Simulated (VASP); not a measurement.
A run of VASP 6.6.1:

INCAR

```
SYSTEM = Re
PREC     = Accurate       ! precision mode
ENCUT    = 520            ! plane-wave cutoff, eV
EDIFF    = 1E-6           ! SCF threshold, eV
ISMEAR   = -1             ! smearing method
SIGMA    = 0.05           ! smearing width, eV
LREAL    = .FALSE.        ! projectors in reciprocal space
LASPH    = .TRUE.         ! aspherical terms in the spheres
NELM     = 100            ! most SCF steps
ALGO     = Normal         ! electronic algorithm
ISIF     = 2              ! what is computed and relaxed
LWAVE    = .FALSE.        ! write WAVECAR
LCHARG   = .TRUE.         ! write CHGCAR
GGA      = CA             ! functional
LELF     = .TRUE.         ! ELF
LVHAR    = .TRUE.       
NBANDS   = 14             ! bands
```

The input KPOINTS:

```
Automatic mesh
0
G
  14 14 8
  0 0 0
```

File POSCAR:

```
Re
1.0
    2.7366413798      0.0000000000      0.0000000000
   -1.3683206899      2.3700009559      0.0000000000
    0.0000000000      0.0000000000      4.4213715197
Re
2
Direct
    0.3333333333      0.6666666667      0.2500000000
    0.6666666667      0.3333333333      0.7500000000
```

Potentials or basis: VASP PAW LDA potentials, release 64 (Re).

Launch:

```console
$ cat potpaw_LDA.64/Re/POTCAR > POTCAR
$ mpirun -np 1 vasp_std > vasp.out
```

Hardware: 1 thread of Intel(R) Xeon(R) Platinum 8488C (Sapphire Rapids), with other jobs on the host.

Task: How long does it take, and how much memory?

Result: It took 36 s on 1 thread of Intel(R) Xeon(R) Platinum 8488C (Sapphire Rapids), with other jobs on the host, peak memory 0.16 GiB. Counts: scf iterations 11, k points 120.
